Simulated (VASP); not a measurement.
Wanted: the native input for a VASP 6.6.1 run.

```
Task                   : single point
Functional             : PBEsol
Potentials or basis    : VASP PAW PBE potentials, release 64 (W_sv, C, F)
Cutoff                 : 520 eV
k mesh                 : 3 × 3 × 1
Occupations            : fermi-dirac, width 0.1 eV
Spin                   : no spin polarisation
Dipole correction      : no
Further INCAR settings : LREAL = Auto; ALGO = Normal; EDIFF = 1e-06; NBANDS = 96
```

The structure of W8C9F2 lies in POSCAR:

```
W8C9F2
1.0
    5.8102400000      0.0000000000      0.0000000000
    0.0000000000      5.6737800000      0.0000000000
    0.0000000000      0.0000000000     19.1931800000
W C F
8 9 2
Direct
    0.0000000000      0.0000000000      0.0521018403
    0.2504715812      0.0043357338      0.1834088984
    0.0000000000      0.5000017625      0.0521018403
    0.2508158011      0.4956307788      0.1842373176
    0.4999965578      0.0000000000      0.0521018403
    0.7479209120      0.0001409995      0.1835078919
    0.4999965578      0.5000017625      0.0521018403
    0.7462514457      0.4989442664      0.1865506393
   -0.0164881313      0.2523538100      0.1451974087
    0.2165315030      0.2497453197      0.2677721982
    0.0051288759      0.7464335945      0.1531794106
    0.4023758055      0.7532544441      0.2500888336
    0.4961757174      0.2531293071      0.1340788759
    0.6494396101      0.2238366662      0.2786302218
    0.5101854657      0.7460458460      0.1406228671
    0.7696239742      0.7727652464      0.2707003217
    0.6441558352      0.1021364945      0.3402562785
    0.8037361624      0.1112133357      0.3878408893
    0.4477267720      0.0872434250      0.3798172059
```

These files were run (other wordings do the same):

INCAR

```
SYSTEM = W8C9F2
ALGO = Normal
EDIFF = 1E-6
ENCUT = 520
GGA = PS
ISIF = 2
ISMEAR = -1
LASPH = .True.
LCHARG = .False.
LREAL = Auto
LWAVE = .False.
NBANDS = 96
NELM = 60
PREC = Accurate
SIGMA = 0.1
```

KPOINTS

```
k-points
0
Gamma
  3 3 1
  0 0 0
```

Potentials or basis: VASP PAW PBE potentials, release 64 (W_sv, C, F).

The run is started by

```sh
$ cat potpaw_PBE.64/W_sv/POTCAR potpaw_PBE.64/C/POTCAR potpaw_PBE.64/F/POTCAR > POTCAR
$ mpirun -np 1 vasp_std > vasp.out
```

Results of the run:

```yaml
Largest_force: 3.432 eV/Å
Band_gap_on_the_k_mesh: zero (bands 81 and 82 overlap by 0.10 eV)
```

Caveat: the k points lie up to 0.37 Å⁻¹ apart; there is no dipole correction, which matters where the two faces differ; the PAW data sets were made with another functional, which shifts forces and pressure a little; spin-orbit coupling is left out, which moves the levels of the heavy elements.

Wall time 12 min on 1 thread of Intel(R) Xeon(R) Platinum 8259CL CPU @ 2.50GHz (Skylake/Cascade Lake), with other jobs on the host, peak memory 0.7 GiB.
